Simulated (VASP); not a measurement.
Cd, 2 atoms in the cell. It takes space group P6_3/mmc (No. 194, hexagonal). The conventional cell has a = 2.969 Å, b = 2.969 Å, c = 5.599 Å, α = 90.00°, β = 90.00°, γ = 120.00°. Within 3.9 Å of Cd (site symmetry -6m2) lie 12 Cd at 2.97 to 3.28 Å. 

| Item | Value |
| --- | --- |
| Program | VASP 6.6.1 |
| Task | single point |
| Functional | PBE |
| Potentials or basis | VASP PAW PBE potentials, release 64 (Cd) |
| Cutoff | 520 eV |
| k mesh | 14 × 14 × 7 |
| Occupations | fermi-dirac, width 0.05 eV |
| Spin | no spin polarisation |
| Dipole correction | no |
| Further INCAR settings | ALGO = Normal; EDIFF = 1e-06; NBANDS = 19 |

Potentials or basis: VASP PAW PBE potentials, release 64 (Cd).

Run with:

```bash
$ cat potpaw_PBE.64/Cd/POTCAR > POTCAR
$ mpirun -np 1 vasp_std > vasp.out
```

Hardware: 1 thread of Intel Xeon 8259CL, on a shared host.

Question: How long does it take, and how much memory?

Answer: Wall time 95 s on 1 thread of Intel Xeon 8259CL, with other jobs on the host, peak memory 0.2 GiB. Counts: scf iterations 11, k points 96.
